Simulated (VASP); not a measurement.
A run of VASP 6.6.1 is set up as follows.

Contents of INCAR:

```
SYSTEM = P
PREC = Accurate ; ENCUT = 520
EDIFF = 1E-7 ; ISMEAR = -1
SIGMA = 0.08 ; LREAL = .FALSE.
LASPH = .TRUE. ; NELM = 100
ALGO = Normal ; ISIF = 2
LWAVE = .FALSE. ; LCHARG = .FALSE.
GGA = PE ; IVDW = 12
NBANDS = 8
```

Contents of KPOINTS:

```
regular mesh
0
G
  10 10 9
  0 0 0
```

File POSCAR:

```
P
1.0
    4.3369984303      0.0000000000      0.0000000000
    0.0000000000      4.3369984303      0.0000000000
    0.0000000000      0.0000000000      4.3780000000
P
1
Direct
    0.0000000000      0.0000000000      0.0000000000
```

Potentials or basis: VASP PAW PBE potentials, release 64 (P).

Command:

```sh
$ cat potpaw_PBE.64/P/POTCAR > POTCAR
$ mpirun -np 1 vasp_std > vasp.out
```

(1) Estimate the dispersion energy per atom.

(2) Predict the pressure.

## Answers

(1) -0.076 eV.

(2) -3.5 GPa.

Caveat: pairwise dispersion overbinds metals, which lowers pressure and volume.
